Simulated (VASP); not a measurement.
# HgTe (I-4m2) in VASP: further runs, part 2 of 2

VASP 6.6.1. The steps go on from the part before.

## (3) Single point, PBEsol (zz strain of -1 %)

The input, INCAR:

```
SYSTEM = HgTe
ALGO = Normal
EDIFF = 1E-7
ENCUT = 520
GGA = PS
ISIF = 2
ISMEAR = -1
LASPH = .TRUE.
LCHARG = .FALSE.
LREAL = .FALSE.
LWAVE = .FALSE.
NBANDS = 16
NELM = 80
PREC = Accurate
SIGMA = 0.05
```

The input, KPOINTS:

```
k-points
0
G
  9 9 9
  0 0 0
```

The input, POSCAR:

```
HgTe
1.0
    0.0000000000      3.2235000000      3.1912650000
    3.2235000000      0.0000000000      3.1912650000
    3.2235000000      3.2235000000      0.0000000000
Hg Te
1 1
Direct
    0.0000000000      0.0000000000      0.0000000000
    0.7500000000      0.7500000000      0.7500000000
```

Potentials or basis: VASP PAW PBE potentials, release 64 (Hg, Te).

Launch:

```sh
$ cat potpaw_PBE.64/Hg/POTCAR potpaw_PBE.64/Te/POTCAR > POTCAR
$ mpirun -np 1 vasp_std > vasp.out
```

OUTCAR:

```text
SYSTEM = HgTe
   EDIFF = 1E-7
   ENCUT = 520
   GGA = PS
   ISIF = 2
   ISMEAR = -1
   LASPH = .TRUE.
   LREAL = .FALSE.
   NELM = 80
   PREC = Accurate

 ion  position               nearest neighbor table
   1  0.000  0.000  0.000-   2 2.78   2 2.78   2 2.78   2 2.78
   2  0.750  0.750  0.750-   1 2.78   1 2.78   1 2.78   1 2.78

  LATTYP: Found a body centered tetragonal cell.
 ALAT       =     4.5587174183
 C/A-ratio  =     1.4000714267

  Lattice vectors:

 A1 = (   0.0000000000,  -3.2235000000,  -3.1912650000)
 A2 = (   0.0000000000,   3.2235000000,  -3.1912650000)
 A3 = (   3.2235000000,   0.0000000000,   3.1912650000)

Analysis of symmetry for initial positions (statically):
=====================================================================
 Subroutine PRICEL returns:
 Original cell was already a primitive cell.

 Routine SETGRP: Setting up the symmetry group for a
 body centered tetragonal supercell.

 Subroutine GETGRP returns: Found  8 space group operations
 (whereof  8 operations were pure point group operations)
 out of a pool of 16 trial point group operations.

The static configuration has the point symmetry D_2d.

Analysis of symmetry for dynamics (positions and initial velocities):
[... 161 lines left out ...]
 val. band max:        3.1687123899   @ k =   0.0000   0.0000   0.0000
 cond. band min:       3.7286823892   @ k =   0.1111   0.0000   0.0000
 fundamental gap:      0.5599699993
 Fermi energy:         3.2066740365

 k-point     1 :       0.0000    0.0000    0.0000
  band No.  band energies     occupation
      1      -9.0108      2.00000
      2      -4.3095      2.00000
      3      -4.3095      2.00000
      4      -4.3071      2.00000
      5      -3.7547      2.00000
      6      -3.7469      2.00000
[... 433 lines left out ...]
      3      -3.9626      2.00000
      4      -3.9626      2.00000
      5      -3.6879      2.00000
      6      -3.3877      2.00000
[... 8 lines left out ...]
     15      13.3741      0.00000
     16      14.9052      0.00000

 [... further k-points ...]

------------------------ aborting loop because EDIFF is reached ----------------------------------------

  FORCE on cell =-STRESS in cart. coord.  units (eV):
  Direction    XX          YY          ZZ          XY          YZ          ZX
  --------------------------------------------------------------------------------------
  -------------------------------------------------------------------------------------
  Total        0.7868033      0.7868033      0.8450529      0.0000000      0.0000000      0.0000000
  in kB       19.0076539     19.0076539     20.4148534      0.0000000      0.0000000      0.0000000
  external PRESSURE =      19.4767204 kB  Pullay stress =       0.0000000 kB

 VOLUME and BASIS-vectors are now :
 -----------------------------------------------------------------------------
  energy-cutoff  :      520.00
  volume of cell :       66.32
      direct lattice vectors                 reciprocal lattice vectors
     0.000000000  3.223500000  3.191265000    -0.155110904  0.155110904  0.156677681
     3.223500000  0.000000000  3.191265000     0.155110904 -0.155110904  0.156677681
     3.223500000  3.223500000  0.000000000     0.155110904  0.155110904 -0.156677681

 POSITION                                       TOTAL-FORCE (eV/Angst)
 -----------------------------------------------------------------------------------
      0.00000      0.00000      0.00000        -0.000000     -0.000000     -0.000000
      4.83525      4.83525      4.78690         0.000000      0.000000      0.000000
 -----------------------------------------------------------------------------------
    total drift:                                0.000000      0.000000     -0.000000

  FREE ENERGIE OF THE ION-ELECTRON SYSTEM (eV)
  ---------------------------------------------------
  free  energy   TOTEN  =        -4.3590834942 eV

  energy  without entropy=       -4.3586381350  energy(sigma->0) =       -4.35886081
```

OSZICAR:

```text
N       E                     dE             d eps       ncg     rms          rms(c)
DAV:   1     0.104762462999E+03    0.10476E+03   -0.82167E+03  2416   0.986E+02
DAV:   2    -0.954685150508E+00   -0.10572E+03   -0.98625E+02  2864   0.228E+02
DAV:   3    -0.456578633755E+01   -0.36111E+01   -0.36022E+01  2944   0.434E+01
DAV:   4    -0.459886605847E+01   -0.33080E-01   -0.33078E-01  3512   0.383E+00
DAV:   5    -0.459905033832E+01   -0.18428E-03   -0.18428E-03  3152   0.217E-01    0.798E+00
DAV:   6    -0.437255298214E+01    0.22650E+00   -0.44414E-01  2864   0.928E+00    0.633E+00
DAV:   7    -0.436134784959E+01    0.11205E-01   -0.10299E-01  2832   0.223E+00    0.230E+00
DAV:   8    -0.435930708467E+01    0.20408E-02   -0.11065E-02  2712   0.123E+00    0.585E-01
DAV:   9    -0.435907061515E+01    0.23647E-03   -0.70188E-04  3112   0.309E-01    0.126E-01
DAV:  10    -0.435907800654E+01   -0.73914E-05   -0.76459E-05  3008   0.800E-02    0.508E-02
DAV:  11    -0.435908504082E+01   -0.70343E-05   -0.21690E-05  3032   0.387E-02    0.335E-02
DAV:  12    -0.435908351600E+01    0.15248E-05   -0.36224E-06  2648   0.170E-02    0.161E-02
DAV:  13    -0.435908349416E+01    0.21841E-07   -0.34888E-07  3112   0.321E-03
   1 F= -.43590835E+01 E0= -.43588608E+01  d E =-.445359E-03
```

Run time: 33 s. Hardware: 1 thread of Intel Xeon 6975P-C (Granite Rapids), shared host; peak memory 0.25 GiB.

What came out:

* Free energy: -4.3591 eV
* Pressure: 1.9 GPa

Stress tensor (GPa, compression positive):
```
1.90 0.00 0.00
0.00 1.90 0.00
0.00 0.00 2.04
```

Levels at points of the mesh, in eV from the Fermi level:
```tsv
k point	band 5	band 6	band 7	band 8	band 9	band 10	band 11	band 12	band 13	band 14
(0.00, 0.00, 0.00)	-6.96	-6.95	-0.82	-0.07	-0.07	-0.04	4.09	4.09	4.09	6.24
```

Caveat: the cell differs from its parent crystal (zz strain of -1 %); the PAW data sets were made with another functional, which shifts forces and pressure a little; spin-orbit coupling is left out, which moves the levels of the heavy elements.

## (4) Single point, PBEsol (zz strain of +1 %)

The input, INCAR:

```
PREC = Accurate
ENCUT = 520
EDIFF = 1E-6
ISMEAR = -1
SIGMA = 0.05
LREAL = False
LASPH = True
NELM = 100
ALGO = Normal
ISIF = 2
LWAVE = False
LCHARG = False
GGA = PS
NBANDS = 16
```

The input, KPOINTS:

```
Automatic mesh
0
Gamma
  9 9 9
```

The input, POSCAR:

```
HgTe
1.0
    0.0000000000      3.2235000000      3.2557350000
    3.2235000000      0.0000000000      3.2557350000
    3.2235000000      3.2235000000      0.0000000000
Hg Te
1 1
Direct
    0.0000000000      0.0000000000      0.0000000000
    0.7500000000      0.7500000000      0.7500000000
```

Launch:

```sh
$ cat potpaw_PBE.64/Hg/POTCAR potpaw_PBE.64/Te/POTCAR > POTCAR
$ mpirun -np 1 vasp_std > vasp.out
```

It took 33 s on 1 thread of Intel Xeon 6975P-C (Granite Rapids), shared host; peak memory 0.25 GiB.

The run converged. Its results:

- Free energy: -4.3715 eV
- Pressure: 1.0 GPa
- Band gap on the k mesh: zero (filled and empty bands touch)

Stress tensor (GPa, compression positive):
```
1.01 0.00 0.00
0.00 1.01 0.00
0.00 0.00 0.86
```

Levels at points of the mesh, in eV from the Fermi level:
```csv
k point,band 5,band 6,band 7,band 8,band 9,band 10,band 11,band 12,band 13,band 14
"(0.00, 0.00, 0.00)",-6.87,-6.86,-0.87,-0.09,-0.05,-0.05,4.12,4.12,4.12,6.24
```

Caveat: the cell differs from its parent crystal (zz strain of +1 %); semilocal functionals underestimate gaps, so a narrow gap can read as zero; the PAW data sets were made with another functional, which shifts forces and pressure a little; spin-orbit coupling is left out, which moves the levels of the heavy elements.

## (5) Overview

```csv
cell,pressure (GPa)
"a = 4.513, b = 4.513, c = 4.559 Å, angles 59.7, 59.7, 60.7°, 2 atoms",2.5
"a = 4.536, b = 4.536, c = 4.559 Å, angles 59.8, 59.8, 60.3°, 2 atoms",1.9
"a = 4.582, b = 4.582, c = 4.559 Å, angles 60.2, 60.2, 59.7°, 2 atoms",1.0
```

Alike in all rows: task single point; level PBEsol; potentials or basis VASP PAW PBE potentials, release 64 (Hg, Te); no spin polarisation; k mesh 9 × 9 × 9; cutoff (eV) 520; smearing fermi-dirac 0.05 eV.

Caveats: the PAW data sets were made with another functional, which shifts forces and pressure a little; spin-orbit coupling is left out, which moves the levels of the heavy elements; semilocal functionals underestimate gaps, so a narrow gap can read as zero (at least some runs).

Absolute energies hang on the potentials; compare differences alone.
